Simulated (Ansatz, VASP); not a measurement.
## ZnO in VASP and in Ansatz

INCAR

```
SYSTEM = ZnO
  ALGO = Normal
  EDIFF = 1E-6
  ENCUT = 910
  GGA = PE
  GGA_COMPAT = .FALSE.
  ISIF = 2
  ISMEAR = 0
  LASPH = .TRUE.
  LCHARG = .FALSE.
  LREAL = .FALSE.
  LWAVE = .FALSE.
  NBANDS = 16
  NELM = 120
  PREC = Accurate
  SIGMA = 0.05
```

KPOINTS

```
k-points
0
G
  14 14 14
  0 0 0
```

The input POSCAR:

```
ZnO
1.0
    0.0000000000      2.0878058975      2.0878058975
    2.0878058975      0.0000000000      2.0878058975
    2.0878058975      2.0878058975      0.0000000000
Zn O
1 1
Direct
    0.0000000000      0.0000000000      0.0000000000
    0.5000000000      0.5000000000      0.5000000000
```

Input for Ansatz:

```yaml
crystal:
  lattice:
    - [0.0, 2.0878058975, 2.0878058975]
    - [2.0878058975, 0.0, 2.0878058975]
    - [2.0878058975, 2.0878058975, 0.0]
  atoms:
    - { symbol: Zn, position: [0.0, 0.0, 0.0] }
    - { symbol: O, position: [0.5, 0.5, 0.5] }
basis:
  ecutwfc: 420
kpoints:
  mp_grid: { grid: [14, 14, 14] }
hamiltonian:
  xc: pbe
scf:
  occupations: { method: gaussian, width: 0.05 }
output:
  forces: true
  stress: true
  eigenvalues: true
```

Alike in both runs: task single point; functional PBE; k mesh 14 × 14 × 14; occupations gaussian, width 0.05 eV; no spin polarisation.

|  | VASP | Ansatz |
| --- | --- | --- |
| version | VASP 6.6.1 | Ansatz 0.2.0 |
| potentials or method | VASP PAW PBE potentials, release 64 (Zn, O_h), cutoff 910 eV | scalar-relativistic, plane waves, PAW |
| valence electrons in the cell | 18 | 18 |

Ansatz gave:

```
gap on the k mesh at the Fermi level (eV) : 1.27
least direct gap on the mesh (eV)         : 2.94
```

Problem. Estimate VASP's values.

Solution. gap on the k mesh at the Fermi level (eV): 1.23; least direct gap on the mesh (eV): 2.90.

Noted on VASP's run: the cutoff is short for stress, so the pressure is rough.
